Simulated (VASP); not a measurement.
**Mg: relaxation of cell and atoms with PBEsol**

Mg:

```
Mg
1.0
     3.64497    2.10442    6.21613
    -3.64497    2.10442    6.21613
     0.00000   -4.20884    6.21613
Mg
12
Direct
  0.01019 0.65361 0.01019
  0.01019 0.01019 0.65361
  0.65361 0.01019 0.01019
  0.98981 0.34639 0.98981
  0.34639 0.98981 0.98981
  0.98981 0.98981 0.34639
  0.22118 0.63060 0.22118
  0.22118 0.22118 0.63060
  0.63060 0.22118 0.22118
  0.77882 0.36940 0.77882
  0.36940 0.77882 0.77882
  0.77882 0.77882 0.36940
```

```
Program                : VASP 6.6.1
Task                   : relaxation of cell and atoms
Functional             : PBEsol
Potentials or basis    : VASP PAW PBE potentials, release 64 (Mg)
Cutoff                 : 600 eV
k mesh                 : 3 × 3 × 3
Occupations            : gaussian, width 0.1 eV
Spin                   : no spin polarisation
Dipole correction      : no
Further INCAR settings : ALGO = Normal; EDIFF = 1e-06; IBRION = 2; EDIFFG = -0.04; NSW = 90; ISIF = 3
```

| Quantity | Value |
| --- | --- |
| Relaxed volume | 30.67 Å³/atom |
| Relaxed cell | a = 8.829 Å, b = 8.829 Å, c = 8.829 Å, α = 49.69°, β = 49.69°, γ = 49.69° |
| Space group after relaxing (to 0.1 Å) | R-3m (No. 166) |
| Energy gained by relaxing | 569.5 meV/atom |
| Ionic steps | 25 |
| Pressure after relaxing | 0.0 GPa |
| Largest force after relaxing | 0.033 eV/Å |
| Band gap on the k mesh | zero (bands 12 and 13 overlap by 0.71 eV) |

Forces in eV/Å, atoms in the order of the input:
```
Mg   0.024 -0.014 -0.017
Mg   0.000  0.028 -0.017
Mg  -0.024 -0.014 -0.017
Mg  -0.024  0.014  0.017
Mg   0.024  0.014  0.017
Mg   0.000 -0.028  0.017
Mg   0.016 -0.009  0.004
Mg   0.000  0.018  0.004
Mg  -0.016 -0.009  0.004
Mg  -0.016  0.009 -0.004
Mg   0.016  0.009 -0.004
Mg   0.000 -0.018 -0.004
```

Step by step:
| step | energy change (eV) | largest force (eV/Å) | pressure (GPa) | volume (Å³) |
| --- | --- | --- | --- | --- |
| 1 | 0.0000 | 2.3755 | 14.75 | 286.09 |
| 2 | -5.2385 | 0.5613 | 1.24 | 386.82 |
| 3 | -5.2979 | 0.5898 | -1.03 | 435.75 |
| 4 | -5.3732 | 0.5857 | -0.27 | 415.83 |
| 5 | -5.3742 | 0.5840 | -0.15 | 412.92 |
| 6 | -5.5276 | 0.4315 | -0.20 | 412.71 |
| 7 | -5.6825 | 0.4460 | -0.19 | 411.81 |
| 8 | -5.6867 | 0.4784 | -0.17 | 411.58 |
| 9 | -5.7935 | 0.4066 | -0.16 | 407.97 |
| 10 | -5.9935 | 0.3696 | 0.01 | 397.01 |
| 11 | -5.9770 | 0.6903 | 0.89 | 374.67 |
| 12 | -6.0332 | 0.5355 | 0.40 | 385.11 |
| 13 | -6.1896 | 0.4388 | -0.15 | 389.01 |
| 14 | -6.3391 | 0.2006 | -0.99 | 396.40 |
| 15 | -6.4749 | 0.1537 | -0.62 | 383.90 |
| 16 | -6.5582 | 0.2841 | 0.20 | 364.62 |
| 17 | -6.6347 | 0.2398 | 0.30 | 362.13 |
| 18 | -6.6724 | 0.2736 | 0.52 | 358.68 |
| 19 | -6.7531 | 0.2171 | 0.04 | 365.47 |
| 20 | -6.7837 | 0.1591 | -0.40 | 373.12 |
| 21 | -6.8176 | 0.0871 | -0.12 | 368.53 |
| 22 | -6.8247 | 0.0720 | 0.09 | 365.37 |
| 23 | -6.8313 | 0.0561 | 0.04 | 366.64 |
| 24 | -6.8316 | 0.0596 | 0.02 | 367.01 |
| 25 | -6.8344 | 0.0328 | -0.04 | 368.02 |

Final structure:
```
CELL_PARAMETERS angstrom
3.70960 2.14174 7.72014
-3.70960 2.14174 7.72014
0.00000 -4.28348 7.72014
ATOMIC_POSITIONS crystal
Mg 0.08886 0.51103 0.08886
Mg 0.08886 0.08886 0.51103
Mg 0.51103 0.08886 0.08886
Mg 0.91114 0.48897 0.91114
Mg 0.48897 0.91114 0.91114
Mg 0.91114 0.91114 0.48897
Mg 0.23215 0.63123 0.23215
Mg 0.23215 0.23215 0.63123
Mg 0.63123 0.23215 0.23215
Mg 0.76785 0.36877 0.76785
Mg 0.36877 0.76785 0.76785
Mg 0.76785 0.76785 0.36877
```

Levels at points of the mesh, in eV from the Fermi level:
| k point | band 9 | band 10 | band 11 | band 12 | band 13 | band 14 | band 15 | band 16 |
| --- | --- | --- | --- | --- | --- | --- | --- | --- |
| (0.00, 0.00, 0.00) | -1.25 | -1.17 | -1.17 | -0.66 | -0.63 | -0.63 | 0.05 | 1.50 |

Run time: 10 min on 1 thread of Intel(R) Xeon(R) 6975P-C (Granite Rapids), on a shared host, peak memory 0.51 GiB.

Caveat: the volume moved by over 15 % at a fixed basis, so the end points are rough; the PAW data sets were made with another functional, which shifts forces and pressure a little.
